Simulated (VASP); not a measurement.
AlIn2:

```
Al In
1.0
     5.37418    0.00000    0.00000
    -2.68709    4.65417    0.00000
     0.00000    0.00000    2.92030
Al In
1 2
Direct
  0.00000 0.00000 0.50000
  0.33333 0.66667 0.50000
  0.66667 0.33333 0.50000
```

* Program: VASP 6.6.1
* Task: relaxation of cell and atoms
* Functional: PBE
* Potentials or basis: VASP PAW PBE potentials, release 64 (Al, In_d)
* Cutoff: 600 eV
* k mesh: 6 × 6 × 6
* Occupations: gaussian, width 0.1 eV
* Spin: no spin polarisation

At the start: pressure 1.0 GPa; volume 24.35 Å³/atom.

Problem. Where does the relaxation end?

Solution. Over 6 steps the energy falls by 13.0 meV/atom and the volume is 25.15 Å³/atom (+3.3 %); space group P6/mmm (No. 191, to 0.05 Å).

Step by step:
| step | energy change (eV) | largest force (eV/Å) | pressure (GPa) | volume (Å³) |
| --- | --- | --- | --- | --- |
| 1 | 0.0000 | 0.0000 | 0.96 | 73.04 |
| 2 | -0.0347 | 0.0000 | 0.65 | 74.56 |
| 3 | -0.0377 | 0.0000 | 0.45 | 74.98 |
| 4 | -0.0382 | 0.0000 | 0.10 | 75.80 |
| 5 | -0.0390 | 0.0000 | 0.22 | 75.40 |
| 6 | -0.0390 | 0.0000 | 0.19 | 75.45 |

Final structure:
```yaml
crystal:
  lattice:
    - [5.32959, 0.00000, 0.00000]
    - [-2.66479, 4.61556, 0.00000]
    - [0.00000, 0.00000, 3.06724]
  atoms:
    - { symbol: Al, position: [0.00000, 0.00000, 0.50000] }
    - { symbol: In, position: [0.33333, 0.66667, 0.50000] }
    - { symbol: In, position: [0.66667, 0.33333, 0.50000] }
```
